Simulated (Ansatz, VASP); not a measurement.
MnSi in VASP and in Ansatz

```
CELL_PARAMETERS angstrom
3.07218 0.00000 0.00000
0.00000 3.07218 0.00000
0.00000 0.00000 3.07218
ATOMIC_POSITIONS crystal
Mn 0.00000 0.00000 0.00000
Si 0.50000 0.50000 0.50000
```

Alike in both runs: task single point; functional r2SCAN50; k mesh 5 × 5 × 5; occupations fermi-dirac, width 0.05 eV; collinear spin.

|  | VASP | Ansatz |
| --- | --- | --- |
| version | VASP 6.6.1 | Ansatz 0.2.0 |
| potentials or method | VASP PAW PBE potentials, release 64 (Mn_pv, Si) | Ansatz PAW |
| plane-wave cutoff (eV) | 520 | 500 |
| valence electrons in the cell | 17 | 19 |

|  | VASP | Ansatz | Ansatz less VASP |
| --- | --- | --- | --- |
| gap on the k mesh at the Fermi level (eV) | none | none | - |
| pressure (GPa) | 9.9 | 10.1 | +0.15 |
| net moment per atom (μB) | 1.99 | 1.99 | 0.000 |
| size of the moment on the site where the two differ most (μB) | 0.15 | 0.21 | +0.065 |

VASP's potentials were made for PBE, not for r2SCAN50. Site moments also hang on the region over which each program counts them. A gap of «none» marks a metal or a gap that the smearing closes. The functional is the same, so the differences come from potentials, cutoffs and numerics. VASP's potentials hold 17 valence electrons a cell and Ansatz's 19, so a difference there can come from the potentials and not from the codes.

The k mesh is coarse, so the values compare programs but aren't converged. Noted on Ansatz's run: the magnetic or orbital state may not be the lowest.
